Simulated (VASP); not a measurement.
Write the native input for VASP 6.6.1 that does the following.

```
Task                   : single point
Functional             : PBEsol
Potentials or basis    : VASP PAW PBE potentials, release 64 (Be)
Cutoff                 : 520 eV
k mesh                 : 12 × 12 × 7
Occupations            : gaussian, width 0.05 eV
Spin                   : no spin polarisation
Dipole correction      : no
Further INCAR settings : ALGO = Normal; EDIFF = 1e-07; NBANDS = 9
```

The structure of Be lies in POSCAR:

```
Be
1.0
    2.2554787553      0.0000000000      0.0000000000
   -1.1277393777      1.9533018998      0.0000000000
    0.0000000000      0.0000000000      3.5551305813
Be
2
Direct
    0.3333333333      0.6666666667      0.2500000000
    0.6666666667      0.3333333333      0.7500000000
```

These files were run (other wordings do the same):

INCAR

```
SYSTEM = Be
ALGO     = Normal         ! electronic algorithm
EDIFF    = 1E-7           ! SCF threshold, eV
ENCUT    = 520            ! plane-wave cutoff, eV
GGA      = PS             ! functional
ISIF     = 2              ! what is computed and relaxed
ISMEAR   = 0              ! smearing method
LASPH    = .True.         ! aspherical terms in the spheres
LCHARG   = .True.         ! write CHGCAR
LELF     = .True.         ! ELF
LREAL    = .False.        ! projectors in reciprocal space
LVHAR    = .True.       
LWAVE    = .False.        ! write WAVECAR
NBANDS   = 9              ! bands
NELM     = 60             ! most SCF steps
PREC     = Accurate       ! precision mode
SIGMA    = 0.05           ! smearing width, eV
```

KPOINTS

```
k-points
0
Gamma
  12 12 7
  0 0 0
```

Potentials or basis: VASP PAW PBE potentials, release 64 (Be).

Command:

```console
$ cat potpaw_PBE.64/Be/POTCAR > POTCAR
$ mpirun -np 1 vasp_std > vasp.out
```

Results of the run:

```
Pressure               : 0.4 GPa
Band gap on the k mesh : zero (band 2 reaches 7.89 eV, above the bottom of band 3 at 6.00 eV)
```

Caveat: the PAW data sets were made with another functional, which shifts forces and pressure a little.

Wall time 4.2 s on 1 thread of Intel(R) Xeon(R) 6975P-C (Granite Rapids), on a shared host, peak memory 0.12 GiB.
